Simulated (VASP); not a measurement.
Set up this calculation in VASP 6.6.1, as the native input.

```
Task                   : relaxation of cell and atoms
Functional             : PBE
Potentials or basis    : VASP PAW PBE potentials, release 64 (Sr_sv, Ca_sv, I)
Cutoff                 : 600 eV
k mesh                 : 6 × 6 × 4
Occupations            : gaussian, width 0.1 eV
Spin                   : no spin polarisation
Dipole correction      : no
Further INCAR settings : ALGO = Normal; EDIFF = 1e-06; IBRION = 2; EDIFFG = -0.04; NSW = 90; ISIF = 3
```

The structure of SrCaI2 lies in POSCAR:

```
SrCaI2
1.0
    3.5990417600      0.0000000000      0.0000000000
    0.0000000000      3.5990417600      0.0000000000
    0.0000000000      0.0000000000      6.8610403700
Sr Ca I
1 1 2
Direct
    0.0000000000      0.0000000000      0.5000000000
    0.0000000000      0.0000000000      0.0000000000
    0.5000000000      0.5000000000      0.2549852700
    0.5000000000      0.5000000000      0.7450147300
```

The input as run:

INCAR

```
PREC = Accurate
ENCUT = 600
EDIFF = 1E-6
ISMEAR = 0
SIGMA = 0.1
LREAL = F
LASPH = T
NELM = 100
ALGO = Normal
ISIF = 3
LWAVE = F
LCHARG = F
GGA = PE
IBRION = 2
NSW = 90
EDIFFG = -0.04
```

KPOINTS

```
Automatic mesh
0
Gamma
  6 6 4
```

Potentials or basis: VASP PAW PBE potentials, release 64 (Sr_sv, Ca_sv, I).

The run is started by

```console
$ cat potpaw_PBE.64/Sr_sv/POTCAR potpaw_PBE.64/Ca_sv/POTCAR potpaw_PBE.64/I/POTCAR > POTCAR
$ mpirun -np 1 vasp_std > vasp.out
```

Results of the run:

- Relaxed volume: 34.07 Å³/atom
- Relaxed cell: a = 4.072 Å, b = 4.072 Å, c = 8.220 Å, α = 90.00°, β = 90.00°, γ = 90.00°
- Space group after relaxing (to 0.05 Å): P4/mmm (No. 123)
- Energy gained by relaxing: 671.7 meV/atom
- Ionic steps: 9
- Pressure after relaxing: 0.0 GPa
- Largest force after relaxing: 0.007 eV/Å
- Band gap on the k mesh: zero (band 17 reaches 6.62 eV, above the bottom of band 18 at 5.57 eV)

Caveat: the volume moved by over 15 % at a fixed basis, so the end points are rough; spin-orbit coupling is left out, which moves the levels of the heavy elements.

It took 4.4 min on 1 thread of AMD EPYC 7R13 Processor (Zen 3) (shared host), peak memory 0.24 GiB.
